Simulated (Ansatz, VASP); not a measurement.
## Two plane-wave programs on CdTeSe3

```
Cd Te Se
1.0
     3.04759    1.75953    4.46564
    -3.04759    1.75953    4.46564
     0.00000   -3.51906    4.46564
Cd Te Se
1 1 3
Direct
  0.37783 0.37783 0.37783
  0.88419 0.88419 0.88419
  0.37711 0.87761 0.37711
  0.37711 0.37711 0.87761
  0.87761 0.37711 0.37711
```

Alike in both runs: task relaxation of cell and atoms; functional PBE; k mesh 12 × 12 × 12; occupations gaussian, width 0.1 eV; no spin polarisation.

|  | VASP | Ansatz |
| --- | --- | --- |
| version | VASP 6.6.1 | Ansatz 0.2.0 |
| potentials or method | VASP PAW PBE potentials, release 64 (Cd, Te, Se), cutoff 600 eV | scalar-relativistic, plane waves, PAW |
| valence electrons in the cell | 36 | 84 |

```tsv
	VASP	Ansatz	Ansatz less VASP
gap on the k mesh at the Fermi level, each at its own relaxed structure (eV)	none	none	-
relaxed volume (Å³/atom)	28.72	28.62	-0.099
relaxed length of the cell vector where the two differ most in proportion (Å)	5.686	5.673	-0.0130
```

A gap of «none» marks a metal or a gap that the smearing closes. VASP's potentials hold 36 valence electrons a cell and Ansatz's 84, so a difference there can come from the potentials and not from the codes.

Neither program's run includes spin-orbit coupling.
